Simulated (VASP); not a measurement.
# Ta (Im-3m) in VASP: notebook

Runs on Ta. Level: PBEsol+D4. Tasks: single point.

Program: VASP 6.6.1. These are calculated values, not measurements. Logs are shortened: lines on timing, memory, paths and dates and some standing lists are left out, and cuts for length are marked.

## 1. The cell of the first run

It takes space group Im-3m (No. 229, cubic). Conventional cell: a = 3.303 Å, b = 3.303 Å, c = 3.303 Å, α = 90.00°, β = 90.00°, γ = 90.00°. Within 3.8 Å of Ta (site symmetry m-3m) lie 14 Ta at 2.86 to 3.30 Å.

## 2. Single point, PBEsol+D4

INCAR

```
PREC = Accurate
ENCUT = 520
EDIFF = 1E-6
ISMEAR = 1
SIGMA = 0.1
LREAL = False
LASPH = True
NELM = 80
ALGO = Normal
ISIF = 2
LWAVE = False
LCHARG = False
GGA = PS
IVDW = 13
NBANDS = 12
```

KPOINTS

```
regular mesh
0
Gamma
  13 13 13
```

POSCAR

```
Ta
1.0
   -1.6512800000      1.6512800000      1.6512800000
    1.6512800000     -1.6512800000      1.6512800000
    1.6512800000      1.6512800000     -1.6512800000
Ta
1
Direct
    0.0000000000      0.0000000000      0.0000000000
```

Potentials or basis: VASP PAW PBE potentials, release 64 (Ta_pv).

Command:

```bash
$ cat potpaw_PBE.64/Ta_pv/POTCAR > POTCAR
$ mpirun -np 1 vasp_std > vasp.out
```

OUTCAR:

```text
PREC = Accurate
   ENCUT = 520
   EDIFF = 1E-6
   ISMEAR = 1
   LREAL = False
   LASPH = True
   NELM = 80
   ISIF = 2
   GGA = PS
   IVDW = 13

 ion  position               nearest neighbor table
   1  0.000  0.000  0.000-

  LATTYP: Found a body centered cubic cell.
 ALAT       =     3.3025600000

  Lattice vectors:

 A1 = (  -1.6512800000,   1.6512800000,   1.6512800000)
 A2 = (   1.6512800000,  -1.6512800000,   1.6512800000)
 A3 = (   1.6512800000,   1.6512800000,  -1.6512800000)

Analysis of symmetry for initial positions (statically):
=====================================================================
 Subroutine PRICEL returns:
 Original cell was already a primitive cell.

 Routine SETGRP: Setting up the symmetry group for a
 body centered cubic supercell.

 Subroutine GETGRP returns: Found 48 space group operations
 (whereof 48 operations were pure point group operations)
 out of a pool of 48 trial point group operations.

The static configuration has the point symmetry O_h .

Analysis of symmetry for dynamics (positions and initial velocities):
=====================================================================
 Subroutine PRICEL returns:
 Original cell was already a primitive cell.

 Routine SETGRP: Setting up the symmetry group for a
 body centered cubic supercell.

 Subroutine GETGRP returns: Found 48 space group operations
 (whereof 48 operations were pure point group operations)
 out of a pool of 48 trial point group operations.

The dynamic configuration has the point symmetry O_h .

 Subroutine INISYM returns: Found 48 space group operations
 (whereof 48 operations are pure point group operations),
 and found     1 'primitive' translations

----------------------------------------------------------------------------------------

                                     Primitive cell

  volume of cell :      18.0104

  direct lattice vectors                    reciprocal lattice vectors
    -1.651280000  1.651280000  1.651280000     0.000000000  0.302795407  0.302795407
     1.651280000 -1.651280000  1.651280000     0.302795407  0.000000000  0.302795407
     1.651280000  1.651280000 -1.651280000     0.302795407  0.302795407  0.000000000

  length of vectors
     2.860100858  2.860100858  2.860100858     0.428217371  0.428217371  0.428217371

  position of ions in fractional coordinates (direct lattice)
     0.000000000  0.000000000  0.000000000

  ion indices of the primitive-cell ions
   primitive index   ion index
                 1           1

----------------------------------------------------------------------------------------

 KPOINTS: regular mesh

Automatic generation of k-mesh.
 Grid dimensions read from file:
 generate k-points for:   13   13   13

 Generating k-lattice:

  Cartesian coordinates                     Fractional coordinates (reciprocal lattice)
     0.000000000  0.023291954  0.023291954     0.076923077  0.000000000  0.000000000
     0.023291954  0.000000000  0.023291954     0.000000000  0.076923077  0.000000000
     0.023291954  0.023291954  0.000000000     0.000000000  0.000000000  0.076923077

  Length of vectors
     0.032939798  0.032939798  0.032939798

  Shift w.r.t. Gamma in fractional coordinates (k-lattice)
     0.000000000  0.000000000  0.000000000

 Subroutine IBZKPT returns following result:
 ===========================================

 Found     84 irreducible k-points:

 Following reciprocal coordinates:
            Coordinates               Weight
  0.000000  0.000000  0.000000      1.000000
  0.076923  0.000000  0.000000     12.000000
  0.153846  0.000000  0.000000     12.000000
  0.230769  0.000000  0.000000     12.000000
  0.307692  0.000000  0.000000     12.000000
  0.384615  0.000000  0.000000     12.000000
[... 16 lines left out ...]
  0.153846  0.076923  0.076923     24.000000
  0.230769  0.076923  0.076923     24.000000
 [... further k-points ...]
   k-points           NKPTS =     84   k-points in BZ     NKDIM =     84   number of bands    NBANDS=     12
   number of dos      NEDOS =    301   number of ions     NIONS =      1
   total plane-waves  NPLWV =  13824
   dimension x,y,z NGX =    24 NGY =   24 NGZ =   24
   dimension x,y,z NGXF=    48 NGYF=   48 NGZF=   48
   ions per type =               1
   NGX,Y,Z   is equivalent  to a cutoff of  13.95, 13.95, 13.95 a.u.
   NGXF,Y,Z  is equivalent  to a cutoff of  27.90, 27.90, 27.90 a.u.
 SYSTEM =  unknown system
   PREC   = accura    normal or accurate (medium, high low for compatibility)
   ISTART =      0    job   : 0-new  1-cont  2-samecut
   ICHARG =      2    charge: 1-file 2-atom 10-const
   ISPIN  =      1    spin polarized calculation?
   LNONCOLLINEAR =      F non collinear calculations
   LSORBIT =      F    spin-orbit coupling
   LASPH  =      T    aspherical Exc in radial PAW
   ENCUT  =  520.0 eV  38.22 Ry    6.18 a.u.   5.32  5.32  5.32*2*pi/ulx,y,z
   NELM   =     80;   NELMIN=  2; NELMDL= -5     # of ELM steps
   EDIFF  = 0.1E-05   stopping-criterion for ELM
   LREAL  =      F    real-space projection
   EDIFFG = 0.1E-04   stopping-criterion for IOM
   NSW    =      0    number of steps for IOM
   IBRION =     -1    ionic relax: 0-MD 1-quasi-New 2-CG
   NFREE  =      0    steps in history (QN), initial steepest desc. (CG)
   ISIF   =      2    stress and relaxation
   ISYM   =      2    0-nonsym 1-usesym 2-fastsym
   POTIM  = 0.5000    time-step for ionic-motion
   TEBEG  =    0.0;   TEEND  =   0.0 temperature during run
   PSTRESS=    0.0 pullay stress
   NELECT =      11.0000    total number of electrons
   NUPDOWN=      -1.0000    fix difference up-down
   EMIN   =  10.00;   EMAX   =-10.00  energy-range for DOS
   EFERMI =   0.00;   METHOD = LEGACY
   ISMEAR =     1;   SIGMA  =   0.10  broadening in eV -4-tet -1-fermi 0-gaus
   EFERMI_NEDOS =   21; number of points for ismear=-14 and -15
   IALGO  =     38    algorithm
   IMIX   =      4    mixing-type and parameters
     AMIX     =   0.40;   BMIX     =  1.00
     AMIX_MAG =   1.60;   BMIX_MAG =  1.00
  volume/ion in A,a.u.               =      18.01       121.54
  Fermi-wavevector in a.u.,A,eV,Ry     =   1.388988  2.624806 26.249534  1.929286
  Thomas-Fermi vector in A             =   2.513061
   LORBIT       =      0    0 simple, 1 ext, 2 COOP (PROOUT), +10 PAW based schemes
   GGA     = PS    functional components
   LHFCALC =     F    Hartree Fock is set to
   AEXX    =    0.0000 exact exchange contribution
   IVDW    =    13    specifies the selected vdW correction
   LEPSILON=     F    determine dielectric tensor
   LRPA    =     F    only Hartree local field effects (RPA)
 non-spin polarized calculation
 Methfessel and Paxton  Order N= 1 SIGMA  =   0.10
  energy-cutoff  :      520.00
  volume of cell :       18.01
 maximum number of plane-waves:       493
 NGX is ok and might be reduce to    24
   NGX = 11   NGY = 11   NGZ = 11

 number of electron      11.0000002 magnetization

 Free energy of the ion-electron system (eV)
  ---------------------------------------------------
  ext. energy  EPLUGINS =         0.00000000
  ---------------------------------------------------
  free energy    TOTEN  =       -12.54534558 eV

  energy without entropy =      -12.54520984  energy(sigma->0) =      -12.54530033

 E-fermi :   5.2772     XC(G=0): -12.7305

 val. band max:        5.2593512874   @ k =  -0.3846   0.4615   0.1538
 cond. band min:       5.3070013652   @ k =   0.2308   0.0000   0.0000
 fundamental gap:      0.0476500778
 Fermi energy:         5.2771978205

 k-point     1 :       0.0000    0.0000    0.0000
  band No.  band energies     occupation
      1     -27.7150      2.00000
      2     -27.7150      2.00000
      3     -27.7150      2.00000
      4      -2.6073      2.00000
      5       6.0360     -0.00000
      6       6.0360     -0.00000
      7       6.0360     -0.00000
      8       9.3065      0.00000
      9       9.3065      0.00000
     10      19.9675      0.00000
     11      20.3642      0.00000
     12      20.3642      0.00000

 k-point     2 :       0.0769    0.0000    0.0000
  band No.  band energies     occupation
      1     -27.7885      2.00000
      2     -27.7376      2.00000
      3     -27.7154      2.00000
      4      -2.3433      2.00000
      5       5.8660     -0.00000
      6       5.9831     -0.00000
      7       6.2953     -0.00000
      8       9.0425      0.00000
      9       9.3079      0.00000
     10      19.9671      0.00000
     11      20.5972      0.00000
     12      20.8261      0.00000

 k-point     3 :       0.1538    0.0000    0.0000
  band No.  band energies     occupation
      1     -27.9880      2.00000
      2     -27.7997      2.00000
      3     -27.7165      2.00000
      4      -1.6053      2.00000
      5       5.4307     -0.05213
      6       5.7329     -0.00000
      7       7.0583     -0.00000
      8       8.6607      0.00000
      9       9.3382      0.00000
     10      19.9659      0.00000
     11      21.0431      0.00000
     12      22.1301      0.00000
[... 286 lines left out ...]
 k-point    23 :       0.1538    0.0769    0.0769
  band No.  band energies     occupation
      1     -28.3486      2.00000
      2     -27.8586      2.00000
      3     -27.7732      2.00000
      4      -0.1336      2.00000
      5       4.6688      2.00000
      6       4.7811      2.00000
      7       8.9233      0.00000
      8       9.2468      0.00000
      9       9.4027      0.00000
     10      19.9603      0.00000
     11      21.4501      0.00000
     12      22.3500      0.00000

 k-point    24 :       0.2308    0.0769    0.0769
  band No.  band energies     occupation
      1     -28.5625      2.00000
      2     -27.9743      2.00000
      3     -27.7802      2.00000
      4       0.8731      2.00000
      5       4.2090      2.00000
      6       4.6428      2.00000
      7       9.1144      0.00000
      8       9.7330      0.00000
      9      10.8844      0.00000
     10      19.8759      0.00000
     11      20.0708      0.00000
     12      20.3060      0.00000

 [... further k-points ...]

------------------------ aborting loop because EDIFF is reached ----------------------------------------

  DFT-D4 for vdW energy calculation

  Edisp (eV):   -0.18593

  FORCE on cell =-STRESS in cart. coord.  units (eV):
  Direction    XX          YY          ZZ          XY          YZ          ZX
  --------------------------------------------------------------------------------------
  -------------------------------------------------------------------------------------
  Total      -0.50586    -0.50586    -0.50586    -0.00000     0.00000    -0.00000
  in kB     -45.00095   -45.00095   -45.00095    -0.00000     0.00000    -0.00000
  external pressure =      -45.00 kB  Pullay stress =        0.00 kB

 VOLUME and BASIS-vectors are now :
 -----------------------------------------------------------------------------
  energy-cutoff  :      520.00
  volume of cell :       18.01
      direct lattice vectors                 reciprocal lattice vectors
    -1.651280000  1.651280000  1.651280000     0.000000000  0.302795407  0.302795407
     1.651280000 -1.651280000  1.651280000     0.302795407  0.000000000  0.302795407
     1.651280000  1.651280000 -1.651280000     0.302795407  0.302795407  0.000000000

 POSITION                                       TOTAL-FORCE (eV/Angst)
 -----------------------------------------------------------------------------------
      0.00000      0.00000      0.00000        -0.000000      0.000000     -0.000000
 -----------------------------------------------------------------------------------
    total drift:                               -0.000000      0.000000      0.000000

  FREE ENERGIE OF THE ION-ELECTRON SYSTEM (eV)
  ---------------------------------------------------
  free  energy   TOTEN  =       -12.7312743812 eV

  energy  without entropy=      -12.7311386394  energy(sigma->0) =      -12.73122913
```

It took 7.7 s on 1 thread of AMD EPYC 9R45 (Zen 5), shared host; peak memory 0.12 GiB.

Results:

```yaml
Free_energy: -12.7313 eV
Pressure: -4.5 GPa
Dispersion_energy_per_atom: -0.186 eV
```

Caveat: the PAW data sets were made with another functional, which shifts forces and pressure a little; spin-orbit coupling is left out, which moves the levels of the heavy elements; pairwise dispersion overbinds metals, which lowers pressure and volume.

## 3. Single point, PBEsol+D4

INCAR

```
SYSTEM = Ta
  ALGO = Normal
  EDIFF = 1E-6
  ENCUT = 520
  GGA = PS
  ISIF = 2
  ISMEAR = 1
  IVDW = 13
  LASPH = .TRUE.
  LCHARG = .TRUE.
  LELF = .TRUE.
  LREAL = .FALSE.
  LVHAR = .TRUE.
  LWAVE = .FALSE.
  NBANDS = 12
  NELM = 60
  PREC = Accurate
  SIGMA = 0.1
```

KPOINTS

```
k-points
0
G
  13 13 13
  0 0 0
```

POSCAR is that of step 2.

Potentials or basis: VASP PAW PBE potentials, release 64 (Ta_pv).

Command:

```bash
$ cat potpaw_PBE.64/Ta_pv/POTCAR > POTCAR
$ mpirun -np 1 vasp_std > vasp.out
```

Wall time 8.4 s (1 thread of AMD EPYC 9R45 (Zen 5), shared host); peak memory 0.12 GiB.

The run converged. Its results:

```
Free energy                : -12.7313 eV
Pressure                   : -4.5 GPa
Dispersion energy per atom : -0.186 eV
```

Levels at points of the mesh, in eV from the Fermi level:
| k point | band 3 | band 4 | band 5 | band 6 | band 7 | band 8 |
| --- | --- | --- | --- | --- | --- | --- |
| (0.00, 0.00, 0.00) | -32.99 | -7.88 | 0.76 | 0.76 | 0.76 | 4.03 |

Caveat: the PAW data sets were made with another functional, which shifts forces and pressure a little; spin-orbit coupling is left out, which moves the levels of the heavy elements; pairwise dispersion overbinds metals, which lowers pressure and volume.
